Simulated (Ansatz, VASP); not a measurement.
Na: VASP beside Ansatz

```
Na
1.0
     3.60702    0.00000    0.00000
    -1.80351    3.12377    0.00000
     0.00000    0.00000    5.89027
Na
2
Direct
  0.33333 0.66667 0.25000
  0.66667 0.33333 0.75000
```

Alike in both runs: task single point; functional r2SCAN; k mesh 11 × 11 × 6; occupations fermi-dirac, width 0.1 eV; no spin polarisation.

```csv
,VASP,Ansatz
version,VASP 6.6.1,Ansatz 0.2.0
potentials or method,"VASP PAW PBE potentials, release 64 (Na_pv), cutoff 520 eV","plane waves (500 eV) with PAW, scalar-relativistic"
valence electrons in the cell,14,18
```

```csv
,VASP,Ansatz,Ansatz less VASP
pressure (GPa),1.3,1.3,+0.02
"traceless stress, the component that is largest in VASP (GPa)",0.16,0.16,-0.008
```

VASP's potentials were made for PBE, not for r2SCAN. VASP's potentials hold 14 valence electrons a cell and Ansatz's 18, so a difference there can come from the potentials and not from the codes.
